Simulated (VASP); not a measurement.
# Ta (Im-3m) in VASP: notebook, part 2 of 2

VASP 6.6.1. Earlier steps stand in the parts before.

### 4 Relaxation of cell and atoms, PBE, target pressure 2 GPa, at which the enthalpy is minimised

This run uses another cell than the first one, of 18.01 Å³/atom, 0.957 times its volume.

INCAR reads:

```
SYSTEM = Ta
PREC = Accurate ; ENCUT = 600
EDIFF = 1E-7 ; ISMEAR = -1
SIGMA = 0.05 ; LREAL = .False.
LASPH = .True. ; NELM = 80
ALGO = Normal ; ISIF = 3
LWAVE = .False. ; LCHARG = .False.
GGA = PE ; IBRION = 2
NSW = 60 ; EDIFFG = -0.01
PSTRESS = 20.0
```

KPOINTS reads:

```
Automatic mesh
0
Gamma
  11 11 11
  0 0 0
```

POSCAR reads:

```
Ta
1.0
   -1.6512800000      1.6512800000      1.6512800000
    1.6512800000     -1.6512800000      1.6512800000
    1.6512800000      1.6512800000     -1.6512800000
Ta
1
Direct
    0.0000000000      0.0000000000      0.0000000000
```

Potentials or basis: VASP PAW PBE potentials, release 64 (Ta_pv).

On the command line:

```bash
$ cat potpaw_PBE.64/Ta_pv/POTCAR > POTCAR
$ mpirun -np 1 vasp_std > vasp.out
```

OUTCAR:

```text
SYSTEM = Ta
   PREC = Accurate
   ENCUT = 600
   EDIFF = 1E-7
   ISMEAR = -1
   LREAL = .False.
   LASPH = .True.
   NELM = 80
   ISIF = 3
   GGA = PE
   IBRION = 2
   NSW = 60
   EDIFFG = -0.01
   PSTRESS = 20.0

 ion  position               nearest neighbor table
   1  0.000  0.000  0.000-

  LATTYP: Found a body centered cubic cell.
 ALAT       =     3.3025600000

  Lattice vectors:

 A1 = (  -1.6512800000,   1.6512800000,   1.6512800000)
 A2 = (   1.6512800000,  -1.6512800000,   1.6512800000)
 A3 = (   1.6512800000,   1.6512800000,  -1.6512800000)

Analysis of symmetry for initial positions (statically):
=====================================================================
 Subroutine PRICEL returns:
 Original cell was already a primitive cell.

 Routine SETGRP: Setting up the symmetry group for a
 body centered cubic supercell.

 Subroutine GETGRP returns: Found 48 space group operations
 (whereof 48 operations were pure point group operations)
 out of a pool of 48 trial point group operations.

The static configuration has the point symmetry O_h .

Analysis of symmetry for dynamics (positions and initial velocities):
=====================================================================
 Subroutine PRICEL returns:
 Original cell was already a primitive cell.

 Routine SETGRP: Setting up the symmetry group for a
 body centered cubic supercell.

 Subroutine GETGRP returns: Found 48 space group operations
 (whereof 48 operations were pure point group operations)
 out of a pool of 48 trial point group operations.

The dynamic configuration has the point symmetry O_h .

 Subroutine INISYM returns: Found 48 space group operations
 (whereof 48 operations are pure point group operations),
 and found     1 'primitive' translations

----------------------------------------------------------------------------------------

                                     Primitive cell
[... 115 lines left out ...]
   LHFCALC =     F    Hartree Fock is set to
   AEXX    =    0.0000 exact exchange contribution
   IVDW    =     0    specifies the selected vdW correction
   LEPSILON=     F    determine dielectric tensor
   LRPA    =     F    only Hartree local field effects (RPA)
 conjugate gradient relaxation of ions
 non-spin polarized calculation
  energy-cutoff  :      600.00
  volume of cell :       18.01
 maximum number of plane-waves:       615
   NGX = 11   NGY = 11   NGZ = 11

--------------------------------------- Ionic step        1  -------------------------------------------

 number of electron      11.0000002 magnetization

 Free energy of the ion-electron system (eV)
  ---------------------------------------------------
  ext. energy  EPLUGINS =         0.00000000
  ---------------------------------------------------
  free energy    TOTEN  =       -11.81880240 eV

  energy without entropy =      -11.81046964  energy(sigma->0) =      -11.81463602

------------------------ aborting loop because EDIFF is reached ----------------------------------------

  FORCE on cell =-STRESS in cart. coord.  units (eV):
  Direction    XX          YY          ZZ          XY          YZ          ZX
  --------------------------------------------------------------------------------------
  -------------------------------------------------------------------------------------
  Total        0.3074331      0.3074331      0.3074331     -0.0000000     -0.0000000     -0.0000000
  in kB       27.3488451     27.3488451     27.3488451     -0.0000000     -0.0000000     -0.0000000
  external PRESSURE =       7.3488451 kB  Pullay stress =      20.0000000 kB
[... 61 lines left out ...]
--------------------------------------- Ionic step        3  -------------------------------------------

 number of electron      11.0000002 magnetization

 Free energy of the ion-electron system (eV)
  ---------------------------------------------------
  ext. energy  EPLUGINS =         0.00000000
  ---------------------------------------------------
  free energy    TOTEN  =       -11.81974066 eV

  energy without entropy =      -11.81120525  energy(sigma->0) =      -11.81547295

 E-fermi :   5.4534     XC(G=0): -12.5995

 val. band max:        5.3980125415   @ k =   0.1818   0.0000   0.0000
 cond. band min:       5.4766866954   @ k =   0.3636   0.1818   0.0909
 fundamental gap:      0.0786741539
 Fermi energy:         5.4534111800

 k-point     1 :       0.0000    0.0000    0.0000
  band No.  band energies     occupation
      1     -27.6232      2.00000
      2     -27.6232      2.00000
      3     -27.6232      2.00000
      4      -2.4448      2.00000
      5       6.1950      0.00000
      6       6.1950      0.00000
      7       6.1950      0.00000
      8       9.4555      0.00000
      9       9.4555      0.00000
[... 265 lines left out ...]
 k-point    24 :       0.3636    0.1818    0.0909
  band No.  band energies     occupation
      1     -28.5799      2.00000
      2     -28.1511      2.00000
      3     -27.8133      2.00000
      4       2.6390      2.00000
      5       3.8834      2.00000
      6       5.4767      0.77136
      7       9.8777      0.00000
      8      10.4484      0.00000
      9      14.5246      0.00000

 [... further k-points ...]
[... 5 lines left out ...]
  --------------------------------------------------------------------------------------
  -------------------------------------------------------------------------------------
  Total        0.2262871      0.2262871      0.2262871      0.0000000     -0.0000000      0.0000000
  in kB       20.0592911     20.0592911     20.0592911      0.0000000     -0.0000000      0.0000000
  external PRESSURE =       0.0592911 kB  Pullay stress =      20.0000000 kB
[... 20 lines left out ...]
  energy  without entropy=      -11.8112052464  energy(sigma->0) =      -11.81547295

  enthalpy is  TOTEN    =       -11.5941224398 eV   P V=        0.2256182195

 reached required accuracy - stopping structural energy minimisation
```

OSZICAR:

```text
N       E                     dE             d eps       ncg     rms          rms(c)
DAV:   1     0.494787443450E+02    0.49479E+02   -0.71306E+03  1008   0.130E+03
DAV:   2    -0.115738162261E+02   -0.61053E+02   -0.60345E+02  1312   0.258E+02
[... 19 lines left out ...]
DAV:   1    -0.118241612874E+02   -0.33252E-02   -0.14711E-01  1023   0.558E+00    0.601E-01
DAV:   2    -0.118205273018E+02    0.36340E-02   -0.49982E-03  1029   0.903E-01    0.204E-01
DAV:   3    -0.118197202067E+02    0.80710E-03   -0.26812E-03  1061   0.633E-01    0.806E-02
DAV:   4    -0.118197407657E+02   -0.20559E-04   -0.34091E-05  1160   0.676E-02    0.808E-03
DAV:   5    -0.118197407050E+02    0.60710E-07   -0.33438E-06  1061   0.219E-02    0.470E-03
DAV:   6    -0.118197406593E+02    0.45756E-07   -0.69007E-08   665   0.357E-03
   3 F= -.11594122E+02 E0= -.11589855E+02  d E =-.143468E-03
```

CONTCAR:

```text
Ta
   1.00000000000000
    -1.6532235671772371    1.6532235671772371    1.6532235671772371
     1.6532235671772371   -1.6532235671772371    1.6532235671772371
     1.6532235671772371    1.6532235671772371   -1.6532235671772371
  Ta
     1
Direct
     0.0000000000000000    0.0000000000000000    0.0000000000000000

  0.00000000E+00  0.00000000E+00  0.00000000E+00
```

Run time: 16 s. Hardware: 1 thread of Intel Xeon Platinum 8375C at 2.90GHz (Ice Lake), shared host; peak memory 0.15 GiB.

What came out:

| Quantity | Value |
| --- | --- |
| Free energy | -11.8197 eV |
| Relaxed volume | 18.07 Å³/atom |
| Relaxed cell | a = 2.863 Å, b = 2.863 Å, c = 2.863 Å, α = 109.47°, β = 109.47°, γ = 109.47° |
| Space group after relaxing (to 0.05 Å) | Im-3m (No. 229) |
| Energy change on relaxing (the enthalpy is what falls) | -0.9 meV/atom |
| Ionic steps | 3 |
| Pressure after relaxing | 2.0 GPa |

The path:
```
step  energy change (eV)  largest force (eV/Å)  pressure (GPa)  volume (Å³)
   1              0.0000                0.0000            2.73        18.01
   2             -0.0020                0.0000            0.32        18.23
   3             -0.0009                0.0000            2.01        18.07
```

Final structure:
```yaml
crystal:
  lattice:
    - [-1.65322, 1.65322, 1.65322]
    - [1.65322, -1.65322, 1.65322]
    - [1.65322, 1.65322, -1.65322]
  atoms:
    - { symbol: Ta, position: [0.00000, 0.00000, 0.00000] }
```

Caveat: the cell is relaxed towards a set pressure, so the enthalpy falls and the energy may rise; spin-orbit coupling is left out, which moves the levels of the heavy elements.

### 5 Relaxation of cell and atoms, PBE, target pressure 5 GPa, at which the enthalpy is minimised

This run uses another cell than the first one, of 18.01 Å³/atom, 0.957 times its volume.

INCAR reads:

```
SYSTEM = Ta
  PREC = Accurate
  ENCUT = 600
  EDIFF = 1E-7
  ISMEAR = -1
  SIGMA = 0.05
  LREAL = .False.
  LASPH = .True.
  NELM = 100
  ALGO = Normal
  ISIF = 3
  LWAVE = .False.
  LCHARG = .False.
  GGA = PE
  IBRION = 2
  NSW = 60
  EDIFFG = -0.01
  PSTRESS = 50.0
```

KPOINTS is that of step 4.

POSCAR is that of step 4.

On the command line:

```bash
$ cat potpaw_PBE.64/Ta_pv/POTCAR > POTCAR
$ mpirun -np 1 vasp_std > vasp.out
```

Run time: 16 s. Hardware: 1 thread of Intel Xeon Platinum 8375C at 2.90GHz (Ice Lake), shared host; peak memory 0.15 GiB.

It converged, with:

* Free energy: -11.8142 eV
* Relaxed volume: 17.82 Å³/atom
* Relaxed cell: a = 2.850 Å, b = 2.850 Å, c = 2.850 Å, α = 109.47°, β = 109.47°, γ = 109.47°
* Space group after relaxing (to 0.05 Å): Im-3m (No. 229)
* Energy change on relaxing (the enthalpy is what falls): +4.6 meV/atom
* Ionic steps: 3
* Pressure after relaxing: 5.0 GPa

Step by step:
```csv
step,energy change (eV),largest force (eV/Å),pressure (GPa),volume (Å³)
1,0.0000,0.0000,2.73,18.01
2,0.0276,0.0000,11.08,17.35
3,0.0046,0.0000,4.99,17.82
```

Final structure:
```
CELL_PARAMETERS angstrom
-1.64544 1.64544 1.64544
1.64544 -1.64544 1.64544
1.64544 1.64544 -1.64544
ATOMIC_POSITIONS crystal
Ta 0.00000 0.00000 0.00000
```

Levels at points of the mesh, in eV from the Fermi level:
```
           k point  band 3  band 4  band 5  band 6  band 7  band 8
(0.00, 0.00, 0.00)  -33.02   -7.96    0.74    0.74    0.74    4.05
```

Caveat: the cell is relaxed towards a set pressure, so the enthalpy falls and the energy may rise; spin-orbit coupling is left out, which moves the levels of the heavy elements.

### 6 Overview

```tsv
task	level	cell	cutoff (eV)	gap on the mesh (eV)	pressure (GPa)
single point	BLYP	a = 2.902 Å, angles 109.5°, 1 atom	520	none	0.9
relaxation of cell and atoms	PBE	relaxed from a = 2.860 Å, angles 109.5°, 1 atom	600	none	0.0
relaxation of cell and atoms	PBE	relaxed to 2 GPa from a = 2.860 Å, angles 109.5°, 1 atom	600	none	2.0
relaxation of cell and atoms	PBE	relaxed to 5 GPa from a = 2.860 Å, angles 109.5°, 1 atom	600	none	5.0
```

Alike in all rows: potentials or basis VASP PAW PBE potentials, release 64 (Ta_pv); no spin polarisation; k mesh 11 × 11 × 11; smearing fermi-dirac 0.05 eV.

Caveats: spin-orbit coupling is left out, which moves the levels of the heavy elements; the cell is relaxed towards a set pressure, so the enthalpy falls and the energy may rise (some runs); the PAW data sets were made with another functional, which shifts forces and pressure a little (some runs).

Total energies depend on the potentials used, so only differences within one code and one set of settings carry meaning.
